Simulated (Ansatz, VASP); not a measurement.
## Two plane-wave programs on BP

```
CELL_PARAMETERS angstrom
0.00000 2.15974 2.15974
2.15974 0.00000 2.15974
2.15974 2.15974 0.00000
ATOMIC_POSITIONS crystal
B 0.00000 0.00000 0.00000
P 0.50000 0.50000 0.50000
```

Change from the starting cell: volume scaled by 1, to set the pressure.

Alike in both runs: task single point; functional PBE; k mesh 15 × 15 × 15; occupations fermi-dirac, width 0.05 eV; no spin polarisation.

|  | VASP | Ansatz |
| --- | --- | --- |
| version | VASP 6.6.1 | Ansatz 0.2.0 |
| potentials or method | VASP PAW PBE potentials, release 64 (B, P) | PAW with Ansatz's default frozen-core files, scalar-relativistic |
| plane-wave cutoff (eV) | 500 | 420 |
| valence electrons in the cell | 8 | 8 |

```csv
,VASP,Ansatz,Ansatz less VASP
pressure (GPa),0.0,0.3,+0.22
```

With one functional, cell and mesh, what is left measures potentials, basis and numerics.
